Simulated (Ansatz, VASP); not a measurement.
**One calculation of SiO2, two programs**

```
Si O
1.0
    -2.61506    4.73787    4.43669
     2.61506   -4.73787    4.43669
     2.61506    4.73787   -4.43669
Si O
4 8
Direct
  0.92756 0.84410 0.08345
  0.73935 0.15590 0.58345
  0.07244 0.15590 0.91655
  0.26065 0.84410 0.41655
  0.12784 0.87784 0.25000
  0.87216 0.12216 0.75000
  0.79029 0.50000 0.79029
  0.20971 0.00000 0.70971
  0.20971 0.50000 0.20971
  0.79029 0.00000 0.29029
  0.00000 0.00000 0.00000
  0.50000 0.00000 0.50000
```

Alike in both runs: task single point; functional LDA; k mesh 6 × 6 × 6; occupations gaussian, width 0.02 eV; no spin polarisation.

```csv
,VASP,Ansatz
version,VASP 6.6.1,Ansatz 0.2.0
potentials or method,"VASP PAW LDA potentials, release 64 (Si, O), cutoff 520 eV","scalar-relativistic, plane waves, PAW"
valence electrons in the cell,64,64
```

```csv
,VASP,Ansatz,Ansatz less VASP
gap on the k mesh at the Fermi level (eV),5.42,5.43,+0.005
least direct gap on the mesh (eV),5.42,5.43,+0.005
pressure (GPa),0.4,0.0,-0.43
"traceless stress, the component that is largest in VASP (GPa)",0.07,0.02,-0.051
rms of the force components (eV/Å),0.019,0.002,-0.0173
```

LDA's correlation is that of Perdew and Zunger in VASP and of Perdew and Wang (1992) in Ansatz. Atom by atom the forces differ by 0.018 eV/Å (rms over components).
